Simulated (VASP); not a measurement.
Runs of VASP 6.6.1 on InSe. The structure is that of space group P-3m1 (No. 164), or close to it. The cells are those of the table. 

```csv
cell,gap on the mesh (eV),pressure (GPa),largest force (eV/Å)
"a = 4.032, b = 4.032, c = 22.762 Å, angles 90.0, 90.0, 60.0°, 8 atoms",(a),-,0.05
"a = 4.032, b = 4.032, c = 17.262 Å, angles 90.0, 90.0, 60.0°, 8 atoms",0.54,-0.1,0.11
"a = 4.032, b = 4.032, c = 17.512 Å, angles 90.0, 90.0, 60.0°, 8 atoms",(b),-0.1,0.12
"a = 4.032, b = 4.032, c = 18.762 Å, angles 90.0, 90.0, 60.0°, 8 atoms",0.91,0.0,0.08
"a = 4.032, b = 4.032, c = 17.762 Å, angles 90.0, 90.0, 60.0°, 8 atoms",0.71,-0.1,0.11
```

Alike in all rows: task single point; level PBE+D3(BJ); potentials or basis VASP PAW PBE potentials, release 64 (In_d, Se); no spin polarisation; k mesh 9 × 9 × 2; cutoff (eV) 520; smearing gaussian 0.03 eV.

Task: Fill in the values left out.

Result: (a) 1.05; (b) 0.63.

Caveats: spin-orbit coupling is left out, which moves the levels of the heavy elements; semilocal functionals underestimate gaps, and a narrow one can read as zero (at least some runs); there is no dipole correction, which matters where the two faces differ (at least some runs).

A k mesh can miss the band edges, and the runs leave out spin-orbit coupling on In, Se.
